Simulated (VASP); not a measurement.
# Hf (P2_1/m) in VASP: a series of runs

The runs below take Hf through single point, with PBEsol.

Program: VASP 6.6.1. These are calculated values, not measurements. Logs are shortened: lines on timing, memory, paths and dates and some standing lists are left out, and cuts for length are marked.

### 1 The cell of the first run

Symmetry: P2_1/m, No. 11, monoclinic system. Conventional cell: a = 3.197 Å, b = 5.058 Å, c = 3.197 Å, α = 90.00°, β = 120.00°, γ = 90.00°. Hf (site symmetry m) has 12 Hf at 2.90 to 3.34 Å within 3.8 Å.

### 2 Single point, PBEsol (atom 1 (Hf) moved by (-0.450, +0.000) A along [1 1 0] and z)

The input, INCAR:

```
SYSTEM = Hf
PREC = Accurate ; ENCUT = 520
EDIFF = 1E-6 ; ISMEAR = 0
SIGMA = 0.15 ; LREAL = .False.
LASPH = .True. ; NELM = 100
ALGO = Fast ; ISIF = 2
LWAVE = .False. ; LCHARG = .False.
GGA = PS ; NBANDS = 17
```

The input, KPOINTS:

```
Automatic mesh
0
Gamma
  18 18 10
  0 0 0
```

The input, POSCAR:

```
Hf
1.0
    3.1966985242      0.0000000000      0.0000000000
   -1.5983492621      2.7684221302      0.0000000000
    0.0000000000      0.0000000000      5.0578000000
Hf
2
Direct
    0.1763245387      0.5517282517      0.2500000000
    0.6666666667      0.3333333333      0.7500000000
```

Potentials or basis: VASP PAW PBE potentials, release 64 (Hf_pv).

Started as:

```console
$ cat potpaw_PBE.64/Hf_pv/POTCAR > POTCAR
$ mpirun -np 1 vasp_std > vasp.out
```

OUTCAR:

```text
SYSTEM = Hf
   PREC = Accurate
   ENCUT = 520
   EDIFF = 1E-6
   ISMEAR = 0
   LREAL = .False.
   LASPH = .True.
   NELM = 100
   ISIF = 2
   GGA = PS

 ion  position               nearest neighbor table
   1  0.176  0.552  0.250-   2 2.90   2 2.90   2 3.23   2 3.23   2 3.34   2 3.34
   2  0.667  0.333  0.750-   1 2.90   1 2.90   1 3.23   1 3.23   1 3.34   1 3.34

  LATTYP: Found a hexagonal cell.
 ALAT       =     3.1966985242
 C/A-ratio  =     1.5821948681

  Lattice vectors:

 A1 = (   3.1966985242,   0.0000000000,   0.0000000000)
 A2 = (  -1.5983492621,   2.7684221302,   0.0000000000)
 A3 = (   0.0000000000,   0.0000000000,   5.0578000000)

Analysis of symmetry for initial positions (statically):
=====================================================================
 Subroutine PRICEL returns:
 Original cell was already a primitive cell.

 Routine SETGRP: Setting up the symmetry group for a
 hexagonal supercell.

 Subroutine GETGRP returns: Found  4 space group operations
 (whereof  1 operations were pure point group operations)
 out of a pool of 24 trial point group operations.

The static configuration has the point symmetry C_1 .
 The point group associated with its full space group is C_2h.

Analysis of symmetry for dynamics (positions and initial velocities):
=====================================================================
 Subroutine PRICEL returns:
 Original cell was already a primitive cell.

 Routine SETGRP: Setting up the symmetry group for a
 hexagonal supercell.

 Subroutine GETGRP returns: Found  4 space group operations
 (whereof  1 operations were pure point group operations)
 out of a pool of 24 trial point group operations.

The dynamic configuration has the point symmetry C_1 .
 The point group associated with its full space group is C_2h.

 Subroutine INISYM returns: Found  4 space group operations
 (whereof  1 operations are pure point group operations),
 and found     1 'primitive' translations

----------------------------------------------------------------------------------------

                                     Primitive cell

  volume of cell :      44.7606

  direct lattice vectors                    reciprocal lattice vectors
     3.196698524  0.000000000  0.000000000     0.312822743  0.180608295  0.000000000
    -1.598349262  2.768422130  0.000000000     0.000000000  0.361216589  0.000000000
     0.000000000  0.000000000  5.057800000     0.000000000  0.000000000  0.197714421

  length of vectors
[... 83 lines left out ...]
   LREAL  =      F    real-space projection
   EDIFFG = 0.1E-04   stopping-criterion for IOM
   NSW    =      0    number of steps for IOM
   IBRION =     -1    ionic relax: 0-MD 1-quasi-New 2-CG
   NFREE  =      0    steps in history (QN), initial steepest desc. (CG)
   ISIF   =      2    stress and relaxation
   ISYM   =      2    0-nonsym 1-usesym 2-fastsym
   POTIM  = 0.5000    time-step for ionic-motion
   TEBEG  =    0.0;   TEEND  =   0.0 temperature during run
   PSTRESS=    0.0 pullay stress
   NELECT =      20.0000    total number of electrons
   NUPDOWN=      -1.0000    fix difference up-down
   EMIN   =  10.00;   EMAX   =-10.00  energy-range for DOS
   EFERMI =   0.00;   METHOD = LEGACY
   ISMEAR =     0;   SIGMA  =   0.15  broadening in eV -4-tet -1-fermi 0-gaus
   EFERMI_NEDOS =   21; number of points for ismear=-14 and -15
   IALGO  =     68    algorithm
   IMIX   =      4    mixing-type and parameters
     AMIX     =   0.40;   BMIX     =  1.00
     AMIX_MAG =   1.60;   BMIX_MAG =  1.00
  volume/ion in A,a.u.               =      22.38       151.03
  Fermi-wavevector in a.u.,A,eV,Ry     =   1.251564  2.365112 21.312324  1.566412
  Thomas-Fermi vector in A             =   2.385505
   LORBIT       =      0    0 simple, 1 ext, 2 COOP (PROOUT), +10 PAW based schemes
   GGA     = PS    functional components
   LHFCALC =     F    Hartree Fock is set to
   AEXX    =    0.0000 exact exchange contribution
   IVDW    =     0    specifies the selected vdW correction
   LEPSILON=     F    determine dielectric tensor
   LRPA    =     F    only Hartree local field effects (RPA)
 non-spin polarized calculation
 RMM-DIIS sequential band-by-band and
 Gauss-broadening in eV      SIGMA  =   0.15
  energy-cutoff  :      520.00
  volume of cell :       44.76
 maximum number of plane-waves:      1236
   NGX = 11   NGY = 11   NGZ = 19

 number of electron      20.0000001 magnetization

 Free energy of the ion-electron system (eV)
  ---------------------------------------------------
  ext. energy  EPLUGINS =         0.00000000
  ---------------------------------------------------
  free energy    TOTEN  =       -20.80986876 eV

  energy without entropy =      -20.78545106  energy(sigma->0) =      -20.79765991

 E-fermi :   4.5842     XC(G=0): -11.3833

 val. band max:        4.5838081165   @ k =  -0.2222   0.1667   0.2000
 cond. band min:       4.5845930829   @ k =   0.2778   0.2222   0.0000
 fundamental gap:      0.0007849664
 Fermi energy:         4.5842198482

 k-point     1 :       0.0000    0.0000    0.0000
  band No.  band energies     occupation
      1     -26.3735      2.00000
      2     -25.5874      2.00000
      3     -25.4950      2.00000
      4     -25.4873      2.00000
      5     -25.3819      2.00000
      6     -25.3420      2.00000
[... 457 lines left out ...]
      4     -25.7218      2.00000
      5     -25.5081      2.00000
      6     -25.4030      2.00000
[... 9 lines left out ...]
     16      10.4157      0.00000
     17      10.7929      0.00000

 [... further k-points ...]

------------------------ aborting loop because EDIFF is reached ----------------------------------------

  FORCE on cell =-STRESS in cart. coord.  units (eV):
  Direction    XX          YY          ZZ          XY          YZ          ZX
  --------------------------------------------------------------------------------------
  -------------------------------------------------------------------------------------
  Total       -1.0480139     -2.3116158     -0.5854398      0.8457079      0.0000000      0.0000000
  in kB      -37.5130156    -82.7428731    -20.9554598     30.2715952      0.0000000      0.0000000
  external PRESSURE =     -47.0704495 kB  Pullay stress =       0.0000000 kB

 VOLUME and BASIS-vectors are now :
 -----------------------------------------------------------------------------
  energy-cutoff  :      520.00
  volume of cell :       44.76
      direct lattice vectors                 reciprocal lattice vectors
     3.196698524  0.000000000  0.000000000     0.312822743  0.180608295  0.000000000
    -1.598349262  2.768422130  0.000000000     0.000000000  0.361216589  0.000000000
     0.000000000  0.000000000  5.057800000     0.000000000  0.000000000  0.197714421

 POSITION                                       TOTAL-FORCE (eV/Angst)
 -----------------------------------------------------------------------------------
     -0.31820      1.52742      1.26445         0.581262      0.449428     -0.000000
      1.59835      0.92281      3.79335        -0.581262     -0.449428      0.000000
 -----------------------------------------------------------------------------------
    total drift:                               -0.000000     -0.000000      0.000000

  FREE ENERGIE OF THE ION-ELECTRON SYSTEM (eV)
  ---------------------------------------------------
  free  energy   TOTEN  =       -20.8098687649 eV

  energy  without entropy=      -20.7854510647  energy(sigma->0) =      -20.79765991
```

OSZICAR:

```text
N       E                     dE             d eps       ncg     rms          rms(c)
DAV:   1     0.502072227396E+02    0.50207E+02   -0.11359E+04 33496   0.112E+03
DAV:   2    -0.196737847156E+02   -0.69881E+02   -0.68163E+02 42940   0.251E+02
DAV:   3    -0.215742532942E+02   -0.19005E+01   -0.18800E+01 43203   0.275E+01
DAV:   4    -0.215900090553E+02   -0.15756E-01   -0.15738E-01 43252   0.300E+00
DAV:   5    -0.215901669873E+02   -0.15793E-03   -0.15791E-03 43617   0.266E-01    0.630E+01
RMM:   6    -0.210069812286E+02    0.58319E+00   -0.48008E-01 33580   0.402E+00    0.375E+01
RMM:   7    -0.208195964428E+02    0.18738E+00   -0.10625E+00 39027   0.598E+00    0.202E+00
RMM:   8    -0.208086748602E+02    0.10922E-01   -0.97086E-02 36332   0.210E+00    0.232E-01
RMM:   9    -0.208097561691E+02   -0.10813E-02   -0.14127E-02 48819   0.741E-01    0.463E-01
RMM:  10    -0.208099084535E+02   -0.15228E-03   -0.17859E-03 48627   0.276E-01    0.320E-01
RMM:  11    -0.208098658431E+02    0.42610E-04   -0.25618E-04 40821   0.107E-01    0.693E-02
RMM:  12    -0.208098690834E+02   -0.32403E-05   -0.31722E-05 48082   0.378E-02    0.204E-02
RMM:  13    -0.208098687649E+02    0.31854E-06   -0.50254E-06 39170   0.139E-02
   1 F= -.20809869E+02 E0= -.20797660E+02  d E =-.244177E-01
```

Run time: 3.3 min. Hardware: 1 thread of Intel Xeon 6975P-C (Granite Rapids), shared host; peak memory 0.67 GiB.

Results:

- Free energy: -20.8099 eV
- Pressure: -4.7 GPa
- Largest force: 0.735 eV/Å
- Band gap on the k mesh: zero (bands 10 and 11 overlap by 1.46 eV)

Forces in eV/Å, atoms in the order of the input:
```
Hf   0.581  0.449  0.000
Hf  -0.581 -0.449  0.000
```

Stress tensor (GPa, compression positive):
```
-3.75  3.03  0.00
 3.03 -8.27  0.00
 0.00  0.00 -2.10
```

Levels at points of the mesh, in eV from the Fermi level:
```
           k point  band 6  band 7  band 8  band 9  band 10  band 11  band 12  band 13  band 14  band 15
(0.00, 0.00, 0.00)  -29.93   -7.20   -3.50    0.79     0.86     1.21     1.67     1.81     2.22     2.82
(0.50, 0.00, 0.00)  -30.12   -2.75   -2.50   -1.06    -0.85    -0.42     1.13     1.27     5.81     6.30
(0.00, 0.50, 0.00)  -29.99   -3.60   -2.54   -2.44    -0.37     1.04     1.81     2.36     5.75     6.10
(0.50, 0.50, 0.00)  -30.06   -3.33   -2.34   -2.24    -0.45     1.27     1.33     1.60     5.00     6.05
(0.00, 0.00, 0.50)  -30.03   -5.23   -5.23    0.14     0.14     1.11     1.11     1.62     1.62     4.35
(0.50, 0.00, 0.50)  -30.13   -3.44   -3.44   -0.83    -0.83     1.37     1.37     2.91     2.91     6.27
(0.00, 0.50, 0.50)  -30.12   -2.96   -2.96   -1.22    -1.22     1.13     1.13     3.35     3.35     6.09
(0.50, 0.50, 0.50)  -30.09   -3.17   -3.17   -1.18    -1.18     1.20     1.20     3.55     3.55     6.22
```

Caveat: the cell differs from its parent crystal (atom 1 (Hf) moved by (-0.450, +0.000) A along [1 1 0] and z); the stress differs along the axes, from -8 to -2 GPa; the PAW data sets were made with another functional, which shifts forces and pressure a little; spin-orbit coupling is left out, which moves the levels of the heavy elements.

### 3 Single point, PBEsol (atom 1 (Hf) moved by (+0.450, +0.000) A along [1 1 0] and z)

The input, INCAR:

```
PREC     = Accurate       # precision mode
ENCUT    = 520            # plane-wave cutoff, eV
EDIFF    = 1E-6           # SCF threshold, eV
ISMEAR   = 0              # smearing method
SIGMA    = 0.15           # smearing width, eV
LREAL    = F              # projectors in reciprocal space
LASPH    = T              # aspherical terms in the spheres
NELM     = 80             # most SCF steps
ALGO     = Fast           # electronic algorithm
ISIF     = 2              # what is computed and relaxed
LWAVE    = F              # write WAVECAR
LCHARG   = T              # write CHGCAR
GGA      = PS             # functional
LELF     = T              # ELF
LVHAR    = T            
NBANDS   = 17             # bands
```

The input, KPOINTS:

```
regular mesh
0
Gamma
  18 18 10
```

POSCAR, as its differences from that of step 2:

```diff
@@ -8,3 +8,3 @@
 Direct
-    0.1763245387      0.5517282517      0.2500000000
+    0.4903421280      0.7816050816      0.2500000000
     0.6666666667      0.3333333333      0.7500000000
```

Potentials or basis: VASP PAW PBE potentials, release 64 (Hf_pv).

Started as:

```console
$ cat potpaw_PBE.64/Hf_pv/POTCAR > POTCAR
$ mpirun -np 1 vasp_std > vasp.out
```

Run time: 13 min. Hardware: 1 thread of Oxide Virtual Turin-like, shared host; peak memory 0.63 GiB.

Results (log left out):

```
Free energy            : -20.8349 eV
Pressure               : -4.6 GPa
Largest force          : 0.562 eV/Å
Band gap on the k mesh : zero (bands 10 and 11 overlap by 1.33 eV)
```

Forces on the atoms (eV/Å):
```
Hf  -0.342 -0.446  0.000
Hf   0.342  0.446  0.000
```

Stress tensor (GPa, compression positive):
```
-7.82 -1.36  0.00
-1.36 -3.52  0.00
 0.00  0.00 -2.37
```

Levels at points of the mesh, in eV from the Fermi level:
| k point | band 7 | band 8 | band 9 | band 10 | band 11 | band 12 | band 13 | band 14 |
| --- | --- | --- | --- | --- | --- | --- | --- | --- |
| (0.00, 0.00, 0.00) | -7.21 | -3.55 | 0.66 | 0.86 | 1.10 | 1.74 | 1.93 | 2.35 |
| (0.50, 0.00, 0.00) | -3.74 | -2.66 | -2.59 | -0.32 | 0.67 | 2.38 | 2.88 | 6.07 |
| (0.00, 0.50, 0.00) | -2.70 | -2.62 | -1.35 | -0.71 | -0.10 | 1.12 | 1.40 | 5.49 |
| (0.50, 0.50, 0.00) | -3.00 | -2.43 | -1.79 | -0.56 | 0.54 | 1.06 | 1.61 | 4.93 |
| (0.00, 0.00, 0.50) | -5.24 | -5.24 | 0.25 | 0.25 | 1.26 | 1.26 | 1.55 | 1.55 |
| (0.50, 0.00, 0.50) | -2.82 | -2.82 | -1.24 | -1.24 | 1.32 | 1.32 | 2.85 | 2.85 |
| (0.00, 0.50, 0.50) | -3.42 | -3.42 | -0.94 | -0.94 | 1.34 | 1.34 | 3.23 | 3.23 |
| (0.50, 0.50, 0.50) | -3.34 | -3.34 | -1.08 | -1.08 | 1.30 | 1.30 | 3.48 | 3.48 |

Caveat: the cell differs from its parent crystal (atom 1 (Hf) moved by (+0.450, +0.000) A along [1 1 0] and z); the stress differs along the axes, from -8 to -2 GPa; the PAW data sets were made with another functional, which shifts forces and pressure a little; spin-orbit coupling is left out, which moves the levels of the heavy elements.

### 4 Single point, PBEsol (atom 1 (Hf) moved by (-0.225, +0.000) A along [1 1 0] and z)

The input, INCAR:

```
PREC = Accurate
ENCUT = 520
EDIFF = 1E-7
ISMEAR = 0
SIGMA = 0.15
LREAL = False
LASPH = True
NELM = 80
ALGO = Fast
ISIF = 2
LWAVE = False
LCHARG = True
GGA = PS
LELF = True
LVHAR = True
NBANDS = 17
```

The input, KPOINTS:

```
Automatic mesh
0
Gamma
  18 18 10
```

POSCAR, as its differences from that of step 3:

```diff
@@ -8,3 +8,3 @@
 Direct
-    0.4903421280      0.7816050816      0.2500000000
+    0.2548289360      0.6091974592      0.2500000000
     0.6666666667      0.3333333333      0.7500000000
```

Potentials or basis: VASP PAW PBE potentials, release 64 (Hf_pv).

Started as:

```console
$ cat potpaw_PBE.64/Hf_pv/POTCAR > POTCAR
$ mpirun -np 1 vasp_std > vasp.out
```

OUTCAR:

```text
PREC = Accurate
   ENCUT = 520
   EDIFF = 1E-7
   ISMEAR = 0
   LREAL = False
   LASPH = True
   NELM = 80
   ISIF = 2
   GGA = PS

 ion  position               nearest neighbor table
   1  0.255  0.609  0.250-   2 3.01   2 3.01   2 3.17   2 3.17   2 3.23   2 3.23
   2  0.667  0.333  0.750-   1 3.01   1 3.01   1 3.17   1 3.17   1 3.23   1 3.23

  LATTYP: Found a hexagonal cell.
 ALAT       =     3.1966985242
 C/A-ratio  =     1.5821948681

  Lattice vectors:

 A1 = (   3.1966985242,   0.0000000000,   0.0000000000)
 A2 = (  -1.5983492621,   2.7684221302,   0.0000000000)
 A3 = (   0.0000000000,   0.0000000000,   5.0578000000)

Analysis of symmetry for initial positions (statically):
=====================================================================
 Subroutine PRICEL returns:
 Original cell was already a primitive cell.

 Routine SETGRP: Setting up the symmetry group for a
 hexagonal supercell.

 Subroutine GETGRP returns: Found  4 space group operations
 (whereof  1 operations were pure point group operations)
[... 158 lines left out ...]

 Free energy of the ion-electron system (eV)
  ---------------------------------------------------
  ext. energy  EPLUGINS =         0.00000000
  ---------------------------------------------------
  free energy    TOTEN  =       -20.94221051 eV

  energy without entropy =      -20.92063565  energy(sigma->0) =      -20.93142308

 E-fermi :   4.7061     XC(G=0): -11.3877

 val. band max:        4.7057520361   @ k =  -0.3333  -0.4444  -0.3000
 cond. band min:       4.7066405003   @ k =  -0.3889  -0.2778   0.5000
 fundamental gap:      0.0008884642
 Fermi energy:         4.7060625302

 k-point     1 :       0.0000    0.0000    0.0000
  band No.  band energies     occupation
      1     -26.2936      2.00000
      2     -25.5594      2.00000
      3     -25.4957      2.00000
      4     -25.4337      2.00000
      5     -25.3842      2.00000
      6     -25.3773      2.00000
[... 457 lines left out ...]
      4     -25.7081      2.00000
      5     -25.5087      2.00000
      6     -25.4855      2.00000
[... 9 lines left out ...]
     16      10.7452      0.00000
     17      11.0141      0.00000

 [... further k-points ...]
[... 5 lines left out ...]
  --------------------------------------------------------------------------------------
  -------------------------------------------------------------------------------------
  Total       -0.9005557     -1.6493454     -1.0453950      0.4464128      0.0000000      0.0000000
  in kB      -32.2348391    -59.0373070    -37.4192738     15.9790743      0.0000000      0.0000000
  external PRESSURE =     -42.8971400 kB  Pullay stress =       0.0000000 kB

 VOLUME and BASIS-vectors are now :
 -----------------------------------------------------------------------------
  energy-cutoff  :      520.00
  volume of cell :       44.76
      direct lattice vectors                 reciprocal lattice vectors
     3.196698524  0.000000000  0.000000000     0.312822743  0.180608295  0.000000000
    -1.598349262  2.768422130  0.000000000     0.000000000  0.361216589  0.000000000
     0.000000000  0.000000000  5.057800000     0.000000000  0.000000000  0.197714421

 POSITION                                       TOTAL-FORCE (eV/Angst)
 -----------------------------------------------------------------------------------
     -0.15910      1.68652      1.26445         0.329578      0.291019      0.000000
      1.59835      0.92281      3.79335        -0.329578     -0.291019      0.000000
 -----------------------------------------------------------------------------------
    total drift:                               -0.000002     -0.000003      0.000000

  FREE ENERGIE OF THE ION-ELECTRON SYSTEM (eV)
  ---------------------------------------------------
  free  energy   TOTEN  =       -20.9422105095 eV

  energy  without entropy=      -20.9206356462  energy(sigma->0) =      -20.93142308
```

Wall time 16 min (1 thread of Oxide Virtual Turin-like, shared host); peak memory 0.64 GiB.

What came out:

```yaml
Free_energy: -20.9422 eV
Pressure: -4.3 GPa
Largest_force: 0.440 eV/Å
Band_gap_on_the_k_mesh: zero (bands 10 and 11 overlap by 1.59 eV)
```

Forces in eV/Å, atoms in the order of the input:
```
Hf   0.330  0.291  0.000
Hf  -0.330 -0.291  0.000
```

Caveat: the cell differs from its parent crystal (atom 1 (Hf) moved by (-0.225, +0.000) A along [1 1 0] and z); the cell stands under tension; the PAW data sets were made with another functional, which shifts forces and pressure a little; spin-orbit coupling is left out, which moves the levels of the heavy elements.

### 5 Summary

| cell | further INCAR settings | gap on the mesh (eV) | pressure (GPa) | largest force (eV/Å) |
| --- | --- | --- | --- | --- |
| as given, atomic positions A | ALGO = Fast; EDIFF = 1e-06; NBANDS = 17 | none | -4.7 | 0.73 |
| as given, atomic positions B | ALGO = Fast; EDIFF = 1e-06; NBANDS = 17 | none | -4.6 | 0.56 |
| as given, atomic positions C | ALGO = Fast; EDIFF = 1e-07; NBANDS = 17 | none | -4.3 | 0.44 |

Alike in all rows: task single point; level PBEsol; potentials or basis VASP PAW PBE potentials, release 64 (Hf_pv); no spin polarisation; k mesh 18 × 18 × 10; cutoff (eV) 520; smearing gaussian 0.15 eV.

Caveats: the PAW data sets were made with another functional, which shifts forces and pressure a little; spin-orbit coupling is left out, which moves the levels of the heavy elements; the stress differs along the axes, from -8 to -2 GPa (at least some runs); the cell stands under tension (at least some runs).

Absolute energies hang on the potentials; compare differences alone.
